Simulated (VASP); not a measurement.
Wanted: the native input for a VASP 6.6.1 run.

| Quantity | Value |
| --- | --- |
| Task | single point |
| Functional | PBEsol |
| Dispersion | D3(BJ) |
| Potentials or basis | VASP PAW PBE potentials, release 64 (W_sv, S) |
| Cutoff | 520 eV |
| k mesh | 12 × 12 × 4 |
| Occupations | gaussian, width 0.02 eV |
| Spin | no spin polarisation |
| Dipole correction | no |
| Further INCAR settings | ALGO = Normal; EDIFF = 1e-06; NBANDS = 35 |

The structure of WS2 lies in POSCAR:

```
WS2
1.0
    3.0191502439      0.0000000000      0.0000000000
   -1.5095751219      2.6146608090      0.0000000000
    0.0000000000      0.0000000000     11.0256449641
W S
2 4
Direct
    0.3333333333      0.6666666667      0.2500000000
    0.6666666667      0.3333333333      0.7500000000
    0.3333333333      0.6666666667      0.6063884563
    0.6666666667      0.3333333333      0.1063884563
    0.3333333333      0.6666666667      0.8936115437
    0.6666666667      0.3333333333      0.3936115437
```

The input as run:

INCAR

```
  PREC = Accurate
  ENCUT = 520
  EDIFF = 1E-6
  ISMEAR = 0
  SIGMA = 0.02
  LREAL = F
  LASPH = T
  NELM = 100
  ALGO = Normal
  ISIF = 2
  LWAVE = F
  LCHARG = F
  GGA = PS
  IVDW = 12
  NBANDS = 35
```

KPOINTS

```
regular mesh
0
Gamma
  12 12 4
```

Potentials or basis: VASP PAW PBE potentials, release 64 (W_sv, S).

The run is started by

```console
$ cat potpaw_PBE.64/W_sv/POTCAR potpaw_PBE.64/S/POTCAR > POTCAR
$ mpirun -np 1 vasp_std > vasp.out
```

It gave:

```json
{"Pressure": "15.3 GPa", "Largest force": "0.013 eV/Å", "Band gap on the k mesh": "0.11 eV (least direct gap 1.32 eV)", "Dispersion energy per atom": "-0.476 eV"}
```

Caveat: the cell stands under pressure; the PAW data sets were made with another functional, which shifts forces and pressure a little; spin-orbit coupling is left out, which moves the levels of the heavy elements.

It took 110 s on 1 thread of Intel(R) Xeon(R) Platinum 8488C (Sapphire Rapids), on a shared host, peak memory 0.3 GiB.
